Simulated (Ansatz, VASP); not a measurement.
This is a calculation of BiTe for Ansatz 0.2.0.

Contents of input:

```
crystal:
  lattice:
    - [0.0, 3.1912784242, 3.1912784242]
    - [3.1912784242, 0.0, 3.1912784242]
    - [3.1912784242, 3.1912784242, 0.0]
  atoms:
    - { symbol: Bi, position: [0.0, 0.0, 0.0] }
    - { symbol: Te, position: [0.5, 0.5, 0.5] }
hamiltonian:
  xc: hse06
  pseudopotentials: { kind: paw }
kpoints:
  mp_grid: { grid: [4, 4, 4] }
scf:
  occupations: { method: fermi_dirac, width: 0.05 }
output:
  forces: true
  stress: true
  eigenvalues: true
```

Translate it to VASP 6.6.1. Potentials there: VASP PAW PBE potentials, release 64 (Bi_d, Te).

As run (the cutoff follows the program's own potentials):

File POSCAR:

```
BiTe
1.0
    0.0000000000      3.1912784242      3.1912784242
    3.1912784242      0.0000000000      3.1912784242
    3.1912784242      3.1912784242      0.0000000000
Bi Te
1 1
Direct
    0.0000000000      0.0000000000      0.0000000000
    0.5000000000      0.5000000000      0.5000000000
```

The input INCAR.step1:

```
PREC = Accurate ; ENCUT = 520
EDIFF = 1E-5 ; ISMEAR = -1
SIGMA = 0.05 ; LREAL = F
LASPH = T ; NELM = 60
ALGO = Normal ; ISIF = 2
LWAVE = T ; NBANDS = 18
GGA = PE
```

Contents of INCAR.step2:

```
PREC = Accurate ; ENCUT = 520
EDIFF = 1E-7 ; ISMEAR = -1
SIGMA = 0.05 ; LREAL = F
LASPH = T ; NELM = 60
ALGO = Normal ; ISIF = 2
LWAVE = F ; LCHARG = T
GGA = PE ; LHFCALC = T
HFSCREEN = 0.2079 ; PRECFOCK = Normal
LELF = T ; LVHAR = T
NBANDS = 18 ; ISTART = 1
```

File KPOINTS:

```
regular mesh
0
Gamma
  4 4 4
```

Potentials or basis: VASP PAW PBE potentials, release 64 (Bi_d, Te).

Launch:

```sh
$ cat potpaw_PBE.64/Bi_d/POTCAR potpaw_PBE.64/Te/POTCAR > POTCAR
$ cp INCAR.step1 INCAR
$ mpirun -np 1 vasp_std > vasp.out
$ cp INCAR.step2 INCAR
$ mpirun -np 1 vasp_std > vasp.out
```

Both were run:

|  | VASP | Ansatz | Ansatz less VASP |
| --- | --- | --- | --- |
| gap on the k mesh at the Fermi level (eV) | none | none | - |
| pressure (GPa) | 0.6 | 0.9 | +0.23 |

A gap of «none» marks a metal or a gap that the smearing closes. The functional is the same, so the differences come from potentials, cutoffs and numerics. VASP's potentials hold 21 valence electrons a cell and Ansatz's 31, so a difference there can come from the potentials and not from the codes.

The k mesh is coarse, so the values compare programs but aren't converged. Neither program's run includes spin-orbit coupling.
